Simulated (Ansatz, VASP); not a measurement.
# One calculation of Si3N4, two programs

POSCAR

```
Si3N4
1.0
   -3.2373500000      3.2373500000      3.2373500000
    3.2373500000     -3.2373500000      3.2373500000
    3.2373500000      3.2373500000     -3.2373500000
Si N
6 8
Direct
    0.2500000000      0.1250000000      0.8750000000
    0.8750000000      0.2500000000      0.1250000000
    0.7500000000      0.3750000000      0.6250000000
    0.6250000000      0.7500000000      0.3750000000
    0.1250000000      0.8750000000      0.2500000000
    0.3750000000      0.6250000000      0.7500000000
    0.5628000000      0.5628000000      0.5628000000
    0.4372000000      0.5000000000      0.0000000000
    0.5000000000      0.0000000000      0.9372000000
    0.0000000000      0.4372000000      0.5000000000
    0.9372000000      0.5000000000      0.0000000000
    0.0628000000      0.0628000000      0.0628000000
    0.0000000000      0.9372000000      0.5000000000
    0.5000000000      0.0000000000      0.4372000000
```

INCAR.step1

```
PREC     = Accurate       # precision mode
ENCUT    = 520            # plane-wave cutoff, eV
ISMEAR   = 0              # smearing method
SIGMA    = 0.05           # smearing width, eV
LREAL    = F              # projectors in reciprocal space
LASPH    = T              # aspherical terms in the spheres
NELM     = 100            # most SCF steps
NBANDS   = 45             # bands
GGA      = PE             # functional
ALGO     = Normal         # electronic algorithm
EDIFF    = 1E-4           # SCF threshold, eV
LWAVE    = T              # write WAVECAR
LCHARG   = F              # write CHGCAR
```

The input INCAR.step2:

```
PREC     = Accurate       # precision mode
ENCUT    = 520            # plane-wave cutoff, eV
EDIFF    = 1E-7           # SCF threshold, eV
ISMEAR   = 0              # smearing method
SIGMA    = 0.05           # smearing width, eV
LREAL    = F              # projectors in reciprocal space
LASPH    = T              # aspherical terms in the spheres
NELM     = 100            # most SCF steps
ALGO     = Normal         # electronic algorithm
ISIF     = 2              # what is computed and relaxed
LWAVE    = F              # write WAVECAR
LCHARG   = F              # write CHGCAR
METAGGA  = R2SCAN         # meta-GGA
LMIXTAU  = T            
NBANDS   = 45             # bands
ISTART   = 1
```

The input KPOINTS:

```
regular mesh
0
Gamma
  6 6 6
```

Input for Ansatz:

```yaml
crystal:
  lattice:
    - [-3.23735, 3.23735, 3.23735]
    - [3.23735, -3.23735, 3.23735]
    - [3.23735, 3.23735, -3.23735]
  atoms:
    - { symbol: Si, position: [0.25, 0.125, 0.875] }
    - { symbol: Si, position: [0.875, 0.25, 0.125] }
    - { symbol: Si, position: [0.75, 0.375, 0.625] }
    - { symbol: Si, position: [0.625, 0.75, 0.375] }
    - { symbol: Si, position: [0.125, 0.875, 0.25] }
    - { symbol: Si, position: [0.375, 0.625, 0.75] }
    - { symbol: "N", position: [0.5628, 0.5628, 0.5628] }
    - { symbol: "N", position: [0.4372, 0.5, 0.0] }
    - { symbol: "N", position: [0.5, 0.0, 0.9372] }
    - { symbol: "N", position: [0.0, 0.4372, 0.5] }
    - { symbol: "N", position: [0.9372, 0.5, 0.0] }
    - { symbol: "N", position: [0.0628, 0.0628, 0.0628] }
    - { symbol: "N", position: [0.0, 0.9372, 0.5] }
    - { symbol: "N", position: [0.5, 0.0, 0.4372] }
basis:
  ecutwfc: 500
  fft_grid_basis: typed
kpoints:
  mp_grid: { grid: [6, 6, 6] }
hamiltonian:
  xc: r2scan
  pseudopotentials: { kind: paw }
scf:
  occupations: { method: gaussian, width: 0.05 }
output:
  forces: true
  stress: true
  eigenvalues: true
  bader: true
  write_density: true
  volumetric_format: npy
```

Alike in both runs: task single point; functional r2SCAN; k mesh 6 × 6 × 6; occupations gaussian, width 0.05 eV; no spin polarisation.

```csv
,VASP,Ansatz
version,VASP 6.6.1,Ansatz 0.2.0
potentials or method,"VASP PAW PBE potentials, release 64 (Si, N), cutoff 520 eV","scalar-relativistic, plane waves, PAW"
valence electrons in the cell,64,64
```

```tsv
	VASP	Ansatz	Ansatz less VASP
gap on the k mesh at the Fermi level (eV)	4.69	4.69	-0.001
pressure (GPa)	-4.2	-4.1	+0.16
rms of the force components (eV/Å)	0.013	0.012	-0.0007
```

VASP's potentials were made for PBE, not for r2SCAN. Atom by atom the forces differ by 0.001 eV/Å (rms over components).
